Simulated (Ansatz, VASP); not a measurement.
# One calculation of InP, two programs

Contents of INCAR:

```
SYSTEM = InP
ALGO = Normal
EDIFF = 1E-8
ENCUT = 520
GGA = PE
ISIF = 2
ISMEAR = -1
LASPH = .TRUE.
LCHARG = .FALSE.
LEFG = .TRUE.
LREAL = .FALSE.
LWAVE = .FALSE.
NBANDS = 16
NELM = 60
PREC = Accurate
SIGMA = 0.03
```

File KPOINTS:

```
k-points
0
G
  11 11 11
  0 0 0
```

File POSCAR:

```
InP
1.0
    0.0285500000      2.8692750000      2.8692750000
    2.8692750000      0.0285500000      2.8692750000
    2.8692750000      2.8692750000      0.0285500000
In P
1 1
Direct
    0.0000000000      0.0000000000      0.0000000000
    0.5000000000      0.5000000000      0.5000000000
```

Input for Ansatz:

```yaml
crystal:
  lattice:
    - [0.02855, 2.869275, 2.869275]
    - [2.869275, 0.02855, 2.869275]
    - [2.869275, 2.869275, 0.02855]
  atoms:
    - { symbol: In, position: [0.0, 0.0, 0.0] }
    - { symbol: P, position: [0.5, 0.5, 0.5] }
kpoints:
  mp_grid: { grid: [11, 11, 11] }
scf:
  occupations: { method: fermi_dirac, width: 0.03 }
hamiltonian:
  xc: pbe
  pseudopotentials: { kind: all_electron, datasets: crystal }
output:
  forces: true
  stress: true
  eigenvalues: true
  efg: { contact_densities: true }
```

Change from the starting cell: equal xy, yz and zx shear strains of +1 %, crystal datasets.

Alike in both runs: task electric field gradients; functional PBE; k mesh 11 × 11 × 11; occupations fermi-dirac, width 0.03 eV; no spin polarisation.

```csv
,VASP,Ansatz
version,VASP 6.6.1,Ansatz 0.2.0
potentials or method,"VASP PAW PBE potentials, release 64 (In_d, P), cutoff 520 eV","all-electron PAW with datasets made for the crystal, scalar-relativistic"
```

|  | VASP | Ansatz | Ansatz less VASP |
| --- | --- | --- | --- |
| pressure (GPa) | -5.4 | -5.4 | +0.03 |
| traceless stress, the component that is largest in VASP (GPa) | -0.29 | -0.29 | 0.000 |
| size of Vzz on the site where it differs most (V/Å²) | 3.8 | 4.4 | +0.61 |

Ansatz ran all-electron here, and VASP with PAW potentials.
